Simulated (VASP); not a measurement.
# TiSi2 (Cmcm) in VASP: notebook

Runs on TiSi2. Level: PBEsol. Tasks: single point.

All numbers are computed with VASP 6.6.1; they aren't measurements. Logs are shortened: lines on timing, memory, paths and dates and some standing lists are left out, and cuts for length are marked.

## Step 1: The cell of the first run

The structure is orthorhombic, space group Cmcm (No. 63). Conventional cell: a = 3.460 Å, b = 13.248 Å, c = 3.565 Å, α = 90.00°, β = 90.00°, γ = 90.00°. Ti (site symmetry m2m) has 10 Si at 2.55 to 2.75 Å and 6 Ti at 3.26 to 3.57 Å within 3.6 Å. Si (site symmetry m2m) has 8 Si at 2.48 to 3.11 Å and 4 Ti at 2.61 to 2.64 Å within 3.3 Å. Si (site symmetry m2m) has 6 Si at 2.36 to 3.11 Å and 6 Ti at 2.55 to 2.75 Å within 3.2 Å.

## Step 2: Single point, PBEsol

Contents of INCAR:

```
SYSTEM = TiSi2
ALGO = Normal ; EDIFF = 1E-7
ENCUT = 520 ; GGA = PS
ISIF = 2 ; ISMEAR = -1
LASPH = .True. ; LCHARG = .False.
LREAL = .False. ; LWAVE = .False.
NBANDS = 29 ; NELM = 100
PREC = Accurate ; SIGMA = 0.05
```

Contents of KPOINTS:

```
k-points
0
Gamma
  7 7 6
  0 0 0
```

Contents of POSCAR:

```
TiSi2
1.0
    1.7298029245     -6.6240959043      0.0000000000
    1.7298029245      6.6240959043      0.0000000000
    0.0000000000      0.0000000000      3.5651739700
Ti Si
2 4
Direct
    0.1031180800      0.8968819200      0.2500000000
    0.8968819200      0.1031180800      0.7500000000
    0.7503148200      0.2496851800      0.2500000000
    0.2496851800      0.7503148200      0.7500000000
    0.4417485500      0.5582514500      0.2500000000
    0.5582514500      0.4417485500      0.7500000000
```

Potentials or basis: VASP PAW PBE potentials, release 64 (Ti_sv, Si).

Run with:

```bash
$ cat potpaw_PBE.64/Ti_sv/POTCAR potpaw_PBE.64/Si/POTCAR > POTCAR
$ mpirun -np 1 vasp_std > vasp.out
```

OUTCAR:

```text
SYSTEM = TiSi2
   EDIFF = 1E-7
   ENCUT = 520
   GGA = PS
   ISIF = 2
   ISMEAR = -1
   LASPH = .True.
   LREAL = .False.
   NELM = 100
   PREC = Accurate

 ion  position               nearest neighbor table
   1  0.103  0.897  0.250-   6 2.55   6 2.55   6 2.55   6 2.55   3 2.61   3 2.61   4 2.64   4 2.64
                             5 2.75   5 2.75
   2  0.897  0.103  0.750-   5 2.55   5 2.55   5 2.55   5 2.55   4 2.61   4 2.61   3 2.64   3 2.64
                             6 2.75   6 2.75
   3  0.750  0.250  0.250-   4 2.48   4 2.48   4 2.48   4 2.48   1 2.61   1 2.61   2 2.64   2 2.64
                             5 3.07   5 3.07   6 3.11   6 3.11
   4  0.250  0.750  0.750-   3 2.48   3 2.48   3 2.48   3 2.48   2 2.61   2 2.61   1 2.64   1 2.64
                             6 3.07   6 3.07   5 3.11   5 3.11
   5  0.442  0.558  0.250-   6 2.36   6 2.36   2 2.55   2 2.55   2 2.55   2 2.55   1 2.75   1 2.75
                             3 3.07   3 3.07   4 3.11   4 3.11
   6  0.558  0.442  0.750-   5 2.36   5 2.36   1 2.55   1 2.55   1 2.55   1 2.55   2 2.75   2 2.75
                             4 3.07   4 3.07   3 3.11   3 3.11

  LATTYP: Found a base centered orthorhombic cell.
 ALAT       =     3.4596058490
 B/A-ratio  =     3.8293934011
 C/A-ratio  =     1.0305144937

  Lattice vectors:

 A1 = (   1.7298029245,  -6.6240959043,   0.0000000000)
 A2 = (   1.7298029245,   6.6240959043,   0.0000000000)
 A3 = (   0.0000000000,   0.0000000000,   3.5651739700)

Analysis of symmetry for initial positions (statically):
=====================================================================
 Subroutine PRICEL returns:
 Original cell was already a primitive cell.

 Routine SETGRP: Setting up the symmetry group for a
 base centered orthorhombic supercell.

 Subroutine GETGRP returns: Found  8 space group operations
 (whereof  4 operations were pure point group operations)
 out of a pool of  8 trial point group operations.

The static configuration has the point symmetry C_2h.
 The point group associated with its full space group is D_2h.

Analysis of symmetry for dynamics (positions and initial velocities):
=====================================================================
 Subroutine PRICEL returns:
 Original cell was already a primitive cell.

 Routine SETGRP: Setting up the symmetry group for a
 base centered orthorhombic supercell.

 Subroutine GETGRP returns: Found  8 space group operations
 (whereof  4 operations were pure point group operations)
 out of a pool of  8 trial point group operations.

The dynamic configuration has the point symmetry C_2h.
[... 112 lines left out ...]
   IBRION =     -1    ionic relax: 0-MD 1-quasi-New 2-CG
   NFREE  =      0    steps in history (QN), initial steepest desc. (CG)
   ISIF   =      2    stress and relaxation
   ISYM   =      2    0-nonsym 1-usesym 2-fastsym
   POTIM  = 0.5000    time-step for ionic-motion
   TEBEG  =    0.0;   TEEND  =   0.0 temperature during run
   PSTRESS=    0.0 pullay stress
   NELECT =      40.0000    total number of electrons
   NUPDOWN=      -1.0000    fix difference up-down
   EMIN   =  10.00;   EMAX   =-10.00  energy-range for DOS
   EFERMI =   0.00;   METHOD = LEGACY
   ISMEAR =    -1;   SIGMA  =   0.05  broadening in eV -4-tet -1-fermi 0-gaus
   EFERMI_NEDOS =   21; number of points for ismear=-14 and -15
   IALGO  =     38    algorithm
   IMIX   =      4    mixing-type and parameters
     AMIX     =   0.40;   BMIX     =  1.00
     AMIX_MAG =   1.60;   BMIX_MAG =  1.00
  volume/ion in A,a.u.               =      13.62        91.89
  Fermi-wavevector in a.u.,A,eV,Ry     =   1.290279  2.438273 22.651237  1.664819
  Thomas-Fermi vector in A             =   2.422120
   LORBIT       =      0    0 simple, 1 ext, 2 COOP (PROOUT), +10 PAW based schemes
   GGA     = PS    functional components
   LHFCALC =     F    Hartree Fock is set to
   AEXX    =    0.0000 exact exchange contribution
   IVDW    =     0    specifies the selected vdW correction
   LEPSILON=     F    determine dielectric tensor
   LRPA    =     F    only Hartree local field effects (RPA)
 non-spin polarized calculation
  energy-cutoff  :      520.00
  volume of cell :       81.70
 maximum number of plane-waves:      2239
 NGX is ok and might be reduce to    54
   NGX = 25   NGY = 25   NGZ = 13

 number of electron      40.0000005 magnetization

 Free energy of the ion-electron system (eV)
  ---------------------------------------------------
  ext. energy  EPLUGINS =         0.00000000
  ---------------------------------------------------
  free energy    TOTEN  =       -43.65917444 eV

  energy without entropy =      -43.64552928  energy(sigma->0) =      -43.65235186

 E-fermi :  10.9801     XC(G=0): -11.9133

 val. band max:       10.9675302970   @ k =  -0.2857   0.1429   0.1667
 cond. band min:      11.0139995902   @ k =  -0.2857   0.1429   0.0000
 fundamental gap:      0.0464692932
 Fermi energy:        10.9801451880

 k-point     1 :       0.0000    0.0000    0.0000
  band No.  band energies     occupation
      1     -45.4672      2.00000
      2     -45.4553      2.00000
      3     -21.9467      2.00000
      4     -21.9069      2.00000
      5     -21.8905      2.00000
      6     -21.8748      2.00000
[... 757 lines left out ...]
     28      14.5250      0.00000
     29      14.8727      0.00000

 [... further k-points ...]

------------------------ aborting loop because EDIFF is reached ----------------------------------------

  FORCE on cell =-STRESS in cart. coord.  units (eV):
  Direction    XX          YY          ZZ          XY          YZ          ZX
  --------------------------------------------------------------------------------------
  -------------------------------------------------------------------------------------
  Total        2.5488570      2.1186756      0.9737913      0.0000000      0.0000000      0.0000000
  in kB       49.9829741     41.5471364     19.0960037      0.0000000      0.0000000      0.0000000
  external PRESSURE =      36.8753714 kB  Pullay stress =       0.0000000 kB

 VOLUME and BASIS-vectors are now :
 -----------------------------------------------------------------------------
  energy-cutoff  :      520.00
  volume of cell :       81.70
      direct lattice vectors                 reciprocal lattice vectors
     1.729802924 -6.624095904  0.000000000     0.289050269 -0.075481999  0.000000000
     1.729802924  6.624095904  0.000000000     0.289050269  0.075481999  0.000000000
     0.000000000  0.000000000  3.565173970     0.000000000  0.000000000  0.280491221

 POSITION                                       TOTAL-FORCE (eV/Angst)
 -----------------------------------------------------------------------------------
      1.72980      5.25797      0.89129         0.000000      0.202311     -0.000000
      1.72980     -5.25797      2.67388         0.000000     -0.202311      0.000000
      1.72980     -3.31622      0.89129         0.000000     -0.113542     -0.000000
      1.72980      3.31622      2.67388         0.000000      0.113542      0.000000
      1.72980      0.77173      0.89129         0.000000      0.329051      0.000000
      1.72980     -0.77173      2.67388         0.000000     -0.329051     -0.000000
 -----------------------------------------------------------------------------------
    total drift:                                0.000000      0.000000      0.000000

  FREE ENERGIE OF THE ION-ELECTRON SYSTEM (eV)
  ---------------------------------------------------
  free  energy   TOTEN  =       -43.6591744401 eV

  energy  without entropy=      -43.6455292850  energy(sigma->0) =      -43.65235186
```

It took 2.7 min on 1 thread of Intel Xeon 6975P-C (Granite Rapids), shared host; peak memory 0.34 GiB.

Results:

```yaml
Free_energy: -43.6592 eV
Pressure: 3.7 GPa
Largest_force: 0.329 eV/Å
Band_gap_on_the_k_mesh: zero (bands 20 and 21 overlap by 0.99 eV)
```

Forces on the atoms (eV/Å):
```
Ti   0.000  0.202  0.000
Ti   0.000 -0.202  0.000
Si   0.000 -0.114  0.000
Si   0.000  0.114  0.000
Si   0.000  0.329  0.000
Si   0.000 -0.329  0.000
```

Stress tensor (GPa, compression positive):
```
5.00 0.00 0.00
0.00 4.15 0.00
0.00 0.00 1.91
```

Caveat: the cell stands under pressure; the PAW data sets were made with another functional, which shifts forces and pressure a little.

## Step 3: Single point, PBEsol

This run uses another cell than the first one, of 13.90 Å³/atom.

Contents of INCAR:

```
PREC = Accurate
ENCUT = 520
EDIFF = 1E-6
ISMEAR = -1
SIGMA = 0.05
LREAL = F
LASPH = T
NELM = 80
ALGO = Normal
ISIF = 2
LWAVE = F
LCHARG = T
GGA = PS
LELF = T
LVHAR = T
NBANDS = 29
```

Contents of KPOINTS:

```
Automatic mesh
0
Gamma
  7 7 6
```

Changes to POSCAR since step 2:

```diff
@@ -2,4 +2,4 @@
 1.0
-    1.7298029245     -6.6240959043      0.0000000000
-    1.7298029245      6.6240959043      0.0000000000
+    1.7474539748     -6.6916887196      0.0000000000
+    1.7474539748      6.6916887196      0.0000000000
     0.0000000000      0.0000000000      3.5651739700
```

Potentials or basis: VASP PAW PBE potentials, release 64 (Ti_sv, Si).

Run with:

```bash
$ cat potpaw_PBE.64/Ti_sv/POTCAR potpaw_PBE.64/Si/POTCAR > POTCAR
$ mpirun -np 1 vasp_std > vasp.out
```

It took 2.6 min on 1 thread of Intel Xeon 6975P-C (Granite Rapids), shared host; peak memory 0.34 GiB.

The run converged. Its results:

```
Free energy            : -43.6887 eV
Pressure               : 0.6 GPa
Largest force          : 0.266 eV/Å
Band gap on the k mesh : zero (bands 20 and 21 overlap by 0.93 eV)
```

Forces in eV/Å, atoms in the order of the input:
```
Ti   0.000  0.109  0.000
Ti   0.000 -0.109  0.000
Si   0.000 -0.070  0.000
Si   0.000  0.070  0.000
Si   0.000  0.266  0.000
Si   0.000 -0.266  0.000
```

Stress tensor (GPa, compression positive):
```
 1.26  0.00  0.00
 0.00  0.74  0.00
 0.00  0.00 -0.05
```

Levels at points of the mesh, in eV from the Fermi level:
```csv
k point,band 17,band 18,band 19,band 20,band 21,band 22,band 23,band 24
"(0.00, 0.00, 0.00)",-2.20,-2.06,-2.01,0.47,0.75,0.84,0.88,1.36
"(0.00, 0.00, 0.50)",-1.66,-1.66,0.00,0.00,0.90,0.90,1.55,1.55
```

Caveat: the PAW data sets were made with another functional, which shifts forces and pressure a little.

## Step 4: Single point, PBEsol

This run uses another cell than the first one, of 14.18 Å³/atom.

Contents of INCAR:

```
SYSTEM = TiSi2
PREC = Accurate ; ENCUT = 520
EDIFF = 1E-6 ; ISMEAR = -1
SIGMA = 0.05 ; LREAL = .False.
LASPH = .True. ; NELM = 60
ALGO = Normal ; ISIF = 2
LWAVE = .False. ; LCHARG = .False.
GGA = PS ; NBANDS = 29
```

Contents of KPOINTS:

```
Automatic mesh
0
Gamma
  7 7 6
  0 0 0
```

Changes to POSCAR since step 3:

```diff
@@ -2,4 +2,4 @@
 1.0
-    1.7474539748     -6.6916887196      0.0000000000
-    1.7474539748      6.6916887196      0.0000000000
+    1.7651050250     -6.7592815350      0.0000000000
+    1.7651050250      6.7592815350      0.0000000000
     0.0000000000      0.0000000000      3.5651739700
```

Potentials or basis: VASP PAW PBE potentials, release 64 (Ti_sv, Si).

Run with:

```bash
$ cat potpaw_PBE.64/Ti_sv/POTCAR potpaw_PBE.64/Si/POTCAR > POTCAR
$ mpirun -np 1 vasp_std > vasp.out
```

OUTCAR:

```text
SYSTEM = TiSi2
   PREC = Accurate
   ENCUT = 520
   EDIFF = 1E-6
   ISMEAR = -1
   LREAL = .False.
   LASPH = .True.
   NELM = 60
   ISIF = 2
   GGA = PS

 ion  position               nearest neighbor table
   1  0.103  0.897  0.250-   6 2.58   6 2.58   6 2.58   6 2.58   3 2.66   3 2.66   4 2.67   4 2.67
                             5 2.81   5 2.81
   2  0.897  0.103  0.750-   5 2.58   5 2.58   5 2.58   5 2.58   4 2.66   4 2.66   3 2.67   3 2.67
                             6 2.81   6 2.81
   3  0.750  0.250  0.250-   4 2.51   4 2.51   4 2.51   4 2.51   1 2.66   1 2.66   2 2.67   2 2.67
                             5 3.13   5 3.13
   4  0.250  0.750  0.750-   3 2.51   3 2.51   3 2.51   3 2.51   2 2.66   2 2.66   1 2.67   1 2.67
                             6 3.13   6 3.13
   5  0.442  0.558  0.250-   6 2.38   6 2.38   2 2.58   2 2.58   2 2.58   2 2.58   1 2.81   1 2.81
                             3 3.13   3 3.13
   6  0.558  0.442  0.750-   5 2.38   5 2.38   1 2.58   1 2.58   1 2.58   1 2.58   2 2.81   2 2.81
                             4 3.13   4 3.13

  LATTYP: Found a base centered orthorhombic cell.
 ALAT       =     3.5302100500
 B/A-ratio  =     3.8293934011
 C/A-ratio  =     1.0099042039

  Lattice vectors:

[... 192 lines left out ...]
 fundamental gap:      0.0511813558
 Fermi energy:        10.4811006966

 k-point     1 :       0.0000    0.0000    0.0000
  band No.  band energies     occupation
      1     -46.1092      2.00000
      2     -46.0996      2.00000
      3     -22.5668      2.00000
      4     -22.5316      2.00000
      5     -22.5184      2.00000
      6     -22.5137      2.00000
[... 757 lines left out ...]
     28      13.8093      0.00000
     29      14.1290      0.00000

 [... further k-points ...]

------------------------ aborting loop because EDIFF is reached ----------------------------------------

  FORCE on cell =-STRESS in cart. coord.  units (eV):
  Direction    XX          YY          ZZ          XY          YZ          ZX
  --------------------------------------------------------------------------------------
  -------------------------------------------------------------------------------------
  Total       -1.1285093     -1.2280200     -0.9590491      0.0000000     -0.0000000      0.0000000
  in kB      -21.2536695    -23.1277940    -18.0621577      0.0000000     -0.0000000      0.0000000
  external PRESSURE =     -20.8145404 kB  Pullay stress =       0.0000000 kB

 VOLUME and BASIS-vectors are now :
 -----------------------------------------------------------------------------
  energy-cutoff  :      520.00
  volume of cell :       85.07
      direct lattice vectors                 reciprocal lattice vectors
     1.765105025 -6.759281535  0.000000000     0.283269263 -0.073972359  0.000000000
     1.765105025  6.759281535  0.000000000     0.283269263  0.073972359  0.000000000
     0.000000000  0.000000000  3.565173970     0.000000000  0.000000000  0.280491221

 POSITION                                       TOTAL-FORCE (eV/Angst)
 -----------------------------------------------------------------------------------
      1.76511      5.36527      0.89129         0.000000      0.020396     -0.000000
      1.76511     -5.36527      2.67388         0.000000     -0.020396     -0.000000
      1.76511     -3.38390      0.89129         0.000000     -0.035597      0.000000
      1.76511      3.38390      2.67388         0.000000      0.035597      0.000000
      1.76511      0.78748      0.89129         0.000000      0.207547      0.000000
      1.76511     -0.78748      2.67388         0.000000     -0.207547     -0.000000
 -----------------------------------------------------------------------------------
    total drift:                                0.000000      0.000000      0.000000

  FREE ENERGIE OF THE ION-ELECTRON SYSTEM (eV)
  ---------------------------------------------------
  free  energy   TOTEN  =       -43.6827778365 eV

  energy  without entropy=      -43.6690825061  energy(sigma->0) =      -43.67593017
```

Run time: 2.5 min. Hardware: 1 thread of Intel Xeon 6975P-C (Granite Rapids), shared host; peak memory 0.34 GiB.

What came out:

- Free energy: -43.6828 eV
- Pressure: -2.1 GPa
- Largest force: 0.208 eV/Å
- Band gap on the k mesh: zero (bands 20 and 21 overlap by 0.87 eV)

Forces on the atoms (eV/Å):
```
Ti   0.000  0.020  0.000
Ti   0.000 -0.020  0.000
Si   0.000 -0.036  0.000
Si   0.000  0.036  0.000
Si   0.000  0.208  0.000
Si   0.000 -0.208  0.000
```

Caveat: the PAW data sets were made with another functional, which shifts forces and pressure a little.

## Step 5: The runs side by side

```tsv
cell	gap on the mesh (eV)	pressure (GPa)	largest force (eV/Å)
a = 6.846, b = 6.846, c = 3.565 Å, angles 90.0, 90.0, 150.7°, 6 atoms	none	3.7	0.33
a = 6.916, b = 6.916, c = 3.565 Å, angles 90.0, 90.0, 150.7°, 6 atoms	none	0.6	0.27
a = 6.986, b = 6.986, c = 3.565 Å, angles 90.0, 90.0, 150.7°, 6 atoms	none	-2.1	0.21
```

Alike in all rows: task single point; level PBEsol; potentials or basis VASP PAW PBE potentials, release 64 (Ti_sv, Si); no spin polarisation; k mesh 7 × 7 × 6; cutoff (eV) 520; smearing fermi-dirac 0.05 eV.

Caveats: the PAW data sets were made with another functional, which shifts forces and pressure a little; the cell stands under pressure (at least some runs).

Total energies depend on the potentials used, so only differences within one code and one set of settings carry meaning.
